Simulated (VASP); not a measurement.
# ZrS (Fm-3m) in VASP: further runs

ZrS is run at these levels: r2SCAN; tasks: single point.

Program: VASP 6.6.1. These are calculated values, not measurements. Logs are shortened: lines on timing, memory, paths and dates and some standing lists are left out, and cuts for length are marked.

## (1) The cell of the first run

The structure is cubic, space group Fm-3m (No. 225). The conventional cell has a = 5.250 Å, b = 5.250 Å, c = 5.250 Å, α = 90.00°, β = 90.00°, γ = 90.00°. Within 3.5 Å of Zr (site symmetry m-3m) lie 6 S at 2.62 Å. Within 3.5 Å of S (site symmetry m-3m) lie 6 Zr at 2.62 Å.

## (2) Single point, r2SCAN

Contents of POSCAR:

```
ZrS
1.0
    0.0000000000      2.6250000000      2.6250000000
    2.6250000000      0.0000000000      2.6250000000
    2.6250000000      2.6250000000      0.0000000000
Zr S
1 1
Direct
    0.0000000000      0.0000000000      0.0000000000
    0.5000000000      0.5000000000      0.5000000000
```

Contents of INCAR.step1:

```
SYSTEM = ZrS
ALGO = Normal ; EDIFF = 1E-4
ENCUT = 520 ; GGA = PE
ISMEAR = -1 ; LASPH = .True.
LCHARG = .False. ; LREAL = .False.
LWAVE = .True. ; NBANDS = 16
NELM = 60 ; PREC = Accurate
SIGMA = 0.01
```

Contents of INCAR.step2:

```
SYSTEM = ZrS
ALGO = Normal ; EDIFF = 1E-6
ENCUT = 520 ; ISIF = 2
ISMEAR = -1 ; ISTART = 1
LASPH = .True. ; LCHARG = .False.
LMIXTAU = .True. ; LREAL = .False.
LWAVE = .False. ; METAGGA = R2SCAN
NBANDS = 16 ; NELM = 60
PREC = Accurate ; SIGMA = 0.01
```

Contents of KPOINTS:

```
k-points
0
Gamma
  14 14 14
  0 0 0
```

Potentials or basis: VASP PAW PBE potentials, release 64 (Zr_sv, S).

Started as:

```console
$ cat potpaw_PBE.64/Zr_sv/POTCAR potpaw_PBE.64/S/POTCAR > POTCAR
$ cp INCAR.step1 INCAR
$ mpirun -np 1 vasp_std > vasp.out
$ cp INCAR.step2 INCAR
$ mpirun -np 1 vasp_std > vasp.out
```

OUTCAR:

```text
SYSTEM = ZrS
   EDIFF = 1E-6
   ENCUT = 520
   ISIF = 2
   ISMEAR = -1
   ISTART = 1
   LASPH = .True.
   LREAL = .False.
   METAGGA = R2SCAN
   NELM = 60
   PREC = Accurate

 ion  position               nearest neighbor table
   1  0.000  0.000  0.000-   2 2.62   2 2.62   2 2.62   2 2.62   2 2.62   2 2.62
   2  0.500  0.500  0.500-   1 2.62   1 2.62   1 2.62   1 2.62   1 2.62   1 2.62

  LATTYP: Found a face centered cubic cell.
 ALAT       =     5.2500000000

  Lattice vectors:

 A1 = (   0.0000000000,   2.6250000000,   2.6250000000)
 A2 = (   2.6250000000,   0.0000000000,   2.6250000000)
 A3 = (   2.6250000000,   2.6250000000,   0.0000000000)

Analysis of symmetry for initial positions (statically):
=====================================================================
 Subroutine PRICEL returns:
 Original cell was already a primitive cell.

 Routine SETGRP: Setting up the symmetry group for a
 face centered cubic supercell.

 Subroutine GETGRP returns: Found 48 space group operations
 (whereof 48 operations were pure point group operations)
 out of a pool of 48 trial point group operations.

The static configuration has the point symmetry O_h .

Analysis of symmetry for dynamics (positions and initial velocities):
=====================================================================
 Subroutine PRICEL returns:
 Original cell was already a primitive cell.

 Routine SETGRP: Setting up the symmetry group for a
 face centered cubic supercell.

 Subroutine GETGRP returns: Found 48 space group operations
 (whereof 48 operations were pure point group operations)
 out of a pool of 48 trial point group operations.

The dynamic configuration has the point symmetry O_h .

 Subroutine INISYM returns: Found 48 space group operations
 (whereof 48 operations are pure point group operations),
 and found     1 'primitive' translations

----------------------------------------------------------------------------------------

                                     Primitive cell

  volume of cell :      36.1758

  direct lattice vectors                    reciprocal lattice vectors
     0.000000000  2.625000000  2.625000000    -0.190476190  0.190476190  0.190476190
     2.625000000  0.000000000  2.625000000     0.190476190 -0.190476190  0.190476190
     2.625000000  2.625000000  0.000000000     0.190476190  0.190476190 -0.190476190

  length of vectors
     3.712310601  3.712310601  3.712310601     0.329914440  0.329914440  0.329914440

  position of ions in fractional coordinates (direct lattice)
     0.000000000  0.000000000  0.000000000
     0.500000000  0.500000000  0.500000000

  ion indices of the primitive-cell ions
   primitive index   ion index
                 1           1
                 2           2

----------------------------------------------------------------------------------------

 KPOINTS: k-points

Automatic generation of k-mesh.
 Grid dimensions read from file:
 generate k-points for:   14   14   14

 Generating k-lattice:

  Cartesian coordinates                     Fractional coordinates (reciprocal lattice)
    -0.013605442  0.013605442  0.013605442     0.071428571  0.000000000  0.000000000
     0.013605442 -0.013605442  0.013605442     0.000000000  0.071428571  0.000000000
     0.013605442  0.013605442 -0.013605442     0.000000000  0.000000000  0.071428571

  Length of vectors
     0.023565317  0.023565317  0.023565317

  Shift w.r.t. Gamma in fractional coordinates (k-lattice)
     0.000000000  0.000000000  0.000000000

 Subroutine IBZKPT returns following result:
 ===========================================

 Found    104 irreducible k-points:

 Following reciprocal coordinates:
            Coordinates               Weight
  0.000000  0.000000  0.000000      1.000000
  0.071429  0.000000  0.000000      8.000000
  0.142857  0.000000  0.000000      8.000000
  0.214286  0.000000  0.000000      8.000000
  0.285714  0.000000  0.000000      8.000000
  0.357143  0.000000  0.000000      8.000000
[... 16 lines left out ...]
  0.214286  0.142857  0.000000     24.000000
  0.285714  0.142857  0.000000     24.000000
 [... further k-points ...]
   k-points           NKPTS =    104   k-points in BZ     NKDIM =    104   number of bands    NBANDS=     16
   number of dos      NEDOS =    301   number of ions     NIONS =      2
   total plane-waves  NPLWV =  21952
   dimension x,y,z NGX =    28 NGY =   28 NGZ =   28
   dimension x,y,z NGXF=    56 NGYF=   56 NGZF=   56
   ions per type =               1   1
   NGX,Y,Z   is equivalent  to a cutoff of  12.54, 12.54, 12.54 a.u.
   NGXF,Y,Z  is equivalent  to a cutoff of  25.08, 25.08, 25.08 a.u.
 SYSTEM =  ZrS
   PREC   = accura    normal or accurate (medium, high low for compatibility)
   ISTART =      1    job   : 0-new  1-cont  2-samecut
   ICHARG =      0    charge: 1-file 2-atom 10-const
   ISPIN  =      1    spin polarized calculation?
   LNONCOLLINEAR =      F non collinear calculations
   LSORBIT =      F    spin-orbit coupling
   LASPH  =      T    aspherical Exc in radial PAW
   ENCUT  =  520.0 eV  38.22 Ry    6.18 a.u.   6.90  6.90  6.90*2*pi/ulx,y,z
   NELM   =     60;   NELMIN=  2; NELMDL=  0     # of ELM steps
   EDIFF  = 0.1E-05   stopping-criterion for ELM
   LREAL  =      F    real-space projection
   EDIFFG = 0.1E-04   stopping-criterion for IOM
   NSW    =      0    number of steps for IOM
   IBRION =     -1    ionic relax: 0-MD 1-quasi-New 2-CG
   NFREE  =      0    steps in history (QN), initial steepest desc. (CG)
   ISIF   =      2    stress and relaxation
   ISYM   =      2    0-nonsym 1-usesym 2-fastsym
   POTIM  = 0.5000    time-step for ionic-motion
   TEBEG  =    0.0;   TEEND  =   0.0 temperature during run
   PSTRESS=    0.0 pullay stress
   NELECT =      18.0000    total number of electrons
   NUPDOWN=      -1.0000    fix difference up-down
   EMIN   =  10.00;   EMAX   =-10.00  energy-range for DOS
   EFERMI =   0.00;   METHOD = LEGACY
   ISMEAR =    -1;   SIGMA  =   0.01  broadening in eV -4-tet -1-fermi 0-gaus
   EFERMI_NEDOS =   21; number of points for ismear=-14 and -15
   IALGO  =     38    algorithm
   IMIX   =      4    mixing-type and parameters
     AMIX     =   0.40;   BMIX     =  1.00
     AMIX_MAG =   1.60;   BMIX_MAG =  1.00
  volume/ion in A,a.u.               =      18.09       122.06
  Fermi-wavevector in a.u.,A,eV,Ry     =   1.297258  2.451462 22.896950  1.682878
  Thomas-Fermi vector in A             =   2.428662
   LORBIT       =      0    0 simple, 1 ext, 2 COOP (PROOUT), +10 PAW based schemes
   METAGGA = R2SCAN    functional components
   LHFCALC =     F    Hartree Fock is set to
   AEXX    =    0.0000 exact exchange contribution
   IVDW    =     0    specifies the selected vdW correction
   LEPSILON=     F    determine dielectric tensor
   LRPA    =     F    only Hartree local field effects (RPA)
 non-spin polarized calculation
  energy-cutoff  :      520.00
  volume of cell :       36.18
 maximum number of plane-waves:       990
   NGX = 13   NGY = 13   NGZ = 13

 number of electron      18.0000000 magnetization

 Free energy of the ion-electron system (eV)
  ---------------------------------------------------
  ext. energy  EPLUGINS =         0.00000000
  ---------------------------------------------------
  free energy    TOTEN  =       -33.87775035 eV

  energy without entropy =      -33.87695457  energy(sigma->0) =      -33.87735246

 E-fermi :  10.9577     XC(G=0): -11.9637

 val. band max:       10.9568773760   @ k =   0.5000   0.1429   0.0000
 cond. band min:      10.9588055719   @ k =   0.2857   0.0000   0.0000
 fundamental gap:      0.0019281959
 Fermi energy:        10.9577209860

 k-point     1 :       0.0000    0.0000    0.0000
  band No.  band energies     occupation
      1     -40.9408      2.00000
      2     -18.2213      2.00000
      3     -18.2213      2.00000
      4     -18.2213      2.00000
      5      -5.8611      2.00000
      6       6.9499      2.00000
[... 8 lines left out ...]
     15      18.6401      0.00000
     16      23.4245      0.00000

 k-point     2 :       0.0714    0.0000    0.0000
  band No.  band energies     occupation
      1     -40.9395      2.00000
      2     -18.2399      2.00000
      3     -18.2228      2.00000
      4     -18.2228      2.00000
      5      -5.7946      2.00000
      6       6.5691      2.00000
[... 8 lines left out ...]
     15      18.8507      0.00000
     16      23.0175      0.00000

 k-point     3 :       0.1429    0.0000    0.0000
  band No.  band energies     occupation
      1     -40.9357      2.00000
      2     -18.2915      2.00000
      3     -18.2270      2.00000
      4     -18.2270      2.00000
      5      -5.6042      2.00000
      6       5.7242      2.00000
[... 8 lines left out ...]
     15      19.3206      0.00000
     16      22.2630      0.00000

 k-point     4 :       0.2143    0.0000    0.0000
  band No.  band energies     occupation
      1     -40.9302      2.00000
      2     -18.3647      2.00000
      3     -18.2331      2.00000
      4     -18.2331      2.00000
      5      -5.3157      2.00000
      6       4.7642      2.00000
[... 8 lines left out ...]
     15      19.4255      0.00000
     16      21.3131      0.00000
[... 324 lines left out ...]
 k-point    22 :       0.1429    0.1429    0.0000
  band No.  band energies     occupation
      1     -40.9340      2.00000
      2     -18.2862      2.00000
      3     -18.2421      2.00000
      4     -18.2421      2.00000
      5      -5.5478      2.00000
      6       5.0695      2.00000
[... 8 lines left out ...]
     15      19.6679      0.00000
     16      21.6894      0.00000

 k-point    23 :       0.2143    0.1429    0.0000
  band No.  band energies     occupation
      1     -40.9299      2.00000
      2     -18.3320      2.00000
      3     -18.2519      2.00000
      4     -18.2481      2.00000
      5      -5.3682      2.00000
      6       4.5224      2.00000
[... 8 lines left out ...]
     15      19.9600      0.00000
     16      21.0079      0.00000

 k-point    24 :       0.2857    0.1429    0.0000
  band No.  band energies     occupation
      1     -40.9246      2.00000
      2     -18.3959      2.00000
      3     -18.2607      2.00000
      4     -18.2545      2.00000
      5      -5.1200      2.00000
      6       4.0030      2.00000
[... 8 lines left out ...]
     15      19.4269      0.00000
     16      20.1302      0.00000

 [... further k-points ...]

------------------------ aborting loop because EDIFF is reached ----------------------------------------

  FORCE on cell =-STRESS in cart. coord.  units (eV):
  Direction    XX          YY          ZZ          XY          YZ          ZX
  --------------------------------------------------------------------------------------
  -------------------------------------------------------------------------------------
  Total       -0.4548139     -0.4548139     -0.4548139     -0.0000000      0.0000000     -0.0000000
  in kB      -20.1431036    -20.1431036    -20.1431036     -0.0000000      0.0000000     -0.0000000
  external PRESSURE =     -20.1431036 kB  Pullay stress =       0.0000000 kB

 VOLUME and BASIS-vectors are now :
 -----------------------------------------------------------------------------
  energy-cutoff  :      520.00
  volume of cell :       36.18
      direct lattice vectors                 reciprocal lattice vectors
     0.000000000  2.625000000  2.625000000    -0.190476190  0.190476190  0.190476190
     2.625000000  0.000000000  2.625000000     0.190476190 -0.190476190  0.190476190
     2.625000000  2.625000000  0.000000000     0.190476190  0.190476190 -0.190476190

 POSITION                                       TOTAL-FORCE (eV/Angst)
 -----------------------------------------------------------------------------------
      0.00000      0.00000      0.00000         0.000000      0.000000      0.000000
      2.62500      2.62500      2.62500         0.000000     -0.000000     -0.000000
 -----------------------------------------------------------------------------------
    total drift:                                0.000000      0.000000      0.000000

  FREE ENERGIE OF THE ION-ELECTRON SYSTEM (eV)
  ---------------------------------------------------
  free  energy   TOTEN  =       -33.8777503523 eV

  energy  without entropy=      -33.8769545674  energy(sigma->0) =      -33.87735246
```

Wall time 87 s (1 thread of Intel Xeon 6975P-C (Granite Rapids), shared host); peak memory 0.2 GiB.

Results:

```
Free energy            : -33.8778 eV
Pressure               : -2.0 GPa
Band gap on the k mesh : zero (band 9 reaches 12.43 eV, above the bottom of band 10 at 9.51 eV)
```

Levels at points of the mesh, in eV from the Fermi level:
```
           k point  band 5  band 6  band 7  band 8  band 9  band 10  band 11  band 12  band 13  band 14
(0.00, 0.00, 0.00)  -16.82   -4.01   -4.01   -4.01   -1.44    -1.44    -1.44    -0.70    -0.70     2.30
(0.50, 0.00, 0.00)  -15.24   -8.52   -6.46   -6.46    1.47     1.47     1.82     2.07     5.75     5.75
(0.50, 0.50, 0.00)  -15.96   -6.79   -4.98   -4.98   -3.55     0.52     2.36     2.36     3.02     3.54
```

Caveat: the PAW data sets were made with another functional, which shifts forces and pressure a little.

## (3) Single point, r2SCAN

POSCAR is that of step 2.

Contents of INCAR.step1:

```
SYSTEM = ZrS
ALGO = Normal ; EDIFF = 1E-4
ENCUT = 520 ; GGA = PE
ISMEAR = -1 ; LASPH = .TRUE.
LCHARG = .FALSE. ; LREAL = .FALSE.
LWAVE = .TRUE. ; NBANDS = 16
NELM = 100 ; PREC = Accurate
SIGMA = 0.02
```

Contents of INCAR.step2:

```
SYSTEM = ZrS
ALGO = Normal ; EDIFF = 1E-6
ENCUT = 520 ; ISIF = 2
ISMEAR = -1 ; ISTART = 1
LASPH = .TRUE. ; LCHARG = .FALSE.
LMIXTAU = .TRUE. ; LREAL = .FALSE.
LWAVE = .FALSE. ; METAGGA = R2SCAN
NBANDS = 16 ; NELM = 100
PREC = Accurate ; SIGMA = 0.02
```

Contents of KPOINTS:

```
k-points
0
G
  14 14 14
  0 0 0
```

Potentials or basis: VASP PAW PBE potentials, release 64 (Zr_sv, S).

Started as:

```console
$ cat potpaw_PBE.64/Zr_sv/POTCAR potpaw_PBE.64/S/POTCAR > POTCAR
$ cp INCAR.step1 INCAR
$ mpirun -np 1 vasp_std > vasp.out
$ cp INCAR.step2 INCAR
$ mpirun -np 1 vasp_std > vasp.out
```

It took 2.4 min on 1 thread of Intel Xeon Platinum 8259CL at 2.50GHz (Skylake/Cascade Lake), shared host; peak memory 0.2 GiB.

Results (log left out):

```yaml
Free_energy: -33.8788 eV
Pressure: -2.0 GPa
Band_gap_on_the_k_mesh: zero (band 9 reaches 12.43 eV, above the bottom of band 10 at 9.51 eV)
```

Levels at points of the mesh, in eV from the Fermi level:
```tsv
k point	band 7	band 8	band 9	band 10	band 11	band 12
(0.00, 0.00, 0.00)	-4.01	-4.01	-1.44	-1.44	-1.44	-0.70
(0.50, 0.00, 0.00)	-6.45	-6.45	1.47	1.47	1.82	2.07
(0.50, 0.50, 0.00)	-4.97	-4.97	-3.55	0.52	2.37	2.37
```

Caveat: the PAW data sets were made with another functional, which shifts forces and pressure a little.

[end of part 1 of 2]
